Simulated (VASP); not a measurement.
Here is a VASP 6.6.1 calculation.

The input INCAR:

```
SYSTEM = SiO2
PREC = Accurate
ENCUT = 520
EDIFF = 1E-6
ISMEAR = 0
SIGMA = 0.01
LREAL = .False.
LASPH = .True.
NELM = 100
ALGO = Normal
ISIF = 2
LWAVE = .False.
LCHARG = .False.
GGA = CA
NBANDS = 25
```

File KPOINTS:

```
Automatic mesh
0
Gamma
  6 6 6
  0 0 0
```

POSCAR

```
SiO2
1.0
   -2.3740500000      2.3740500000      3.7440000000
    2.3740500000     -2.3740500000      3.7440000000
    2.3740500000      2.3740500000     -3.7440000000
Si O
2 4
Direct
    0.0000000000      0.0000000000      0.0000000000
    0.7500000000      0.2500000000      0.5000000000
    0.9983800000      0.6250000000      0.8733800000
    0.3750000000      0.2483800000      0.3733800000
    0.7516200000      0.1250000000      0.1266200000
    0.8750000000      0.0016200000      0.6266200000
```

Potentials or basis: VASP PAW LDA potentials, release 64 (Si, O).

The run is started by

```bash
$ cat potpaw_LDA.64/Si/POTCAR potpaw_LDA.64/O/POTCAR > POTCAR
$ mpirun -np 1 vasp_std > vasp.out
```

**Question.** What does it give for the largest force?

**Answer.** 0.252 eV/Å.

**Question.** Predict the band gap on the k mesh.

**Answer.** 5.82 eV, direct.

**Question.** What does it give for the pressure?

**Answer.** -2.3 GPa.

Stress tensor (GPa, compression positive):
```
-1.71  0.00  0.00
 0.00 -1.71  0.00
 0.00  0.00 -3.63
```

A k mesh can miss the band edges.
